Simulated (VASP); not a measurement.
The system is BeAs2.

```
CELL_PARAMETERS angstrom
0.00000 3.67446 3.67446
3.67446 0.00000 3.67446
3.67446 3.67446 0.00000
ATOMIC_POSITIONS crystal
Be 0.00000 0.00000 0.00000
Be 0.25000 0.25000 0.25000
As 0.62500 0.62500 0.62500
As 0.12500 0.62500 0.62500
As 0.62500 0.62500 0.12500
As 0.62500 0.12500 0.62500
```

| Item | Value |
| --- | --- |
| Program | VASP 6.6.1 |
| Task | relaxation of cell and atoms |
| Functional | PBE |
| Potentials or basis | VASP PAW PBE potentials, release 64 (Be, As) |
| Cutoff | 600 eV |
| k mesh | 4 × 4 × 4 |
| Occupations | gaussian, width 0.1 eV |
| Spin | no spin polarisation |

At the start: pressure 11.9 GPa; volume 16.54 Å³/atom.

How do energy, volume and symmetry change on relaxing?

Over 3 steps the energy falls by 76.0 meV/atom and the volume is 18.81 Å³/atom (+13.8 %); space group Fd-3m (No. 227, to 0.1 Å) before and after.

Step by step:
| step | energy change (eV) | largest force (eV/Å) | pressure (GPa) | volume (Å³) |
| --- | --- | --- | --- | --- |
| 1 | 0.0000 | 0.0000 | 11.91 | 99.22 |
| 2 | -0.4116 | 0.0000 | -2.72 | 117.95 |
| 3 | -0.4558 | 0.0000 | 0.05 | 112.88 |

Final structure:
```yaml
crystal:
  lattice:
    - [0.00000, 3.83585, 3.83585]
    - [3.83585, 0.00000, 3.83585]
    - [3.83585, 3.83585, 0.00000]
  atoms:
    - { symbol: Be, position: [0.00000, 0.00000, 0.00000] }
    - { symbol: Be, position: [0.25000, 0.25000, 0.25000] }
    - { symbol: As, position: [0.62500, 0.62500, 0.62500] }
    - { symbol: As, position: [0.12500, 0.62500, 0.62500] }
    - { symbol: As, position: [0.62500, 0.62500, 0.12500] }
    - { symbol: As, position: [0.62500, 0.12500, 0.62500] }
```

Caveat: the k points lie up to 0.35 Å⁻¹ apart in the final cell, too coarse for converged energies and pressures of a metal.
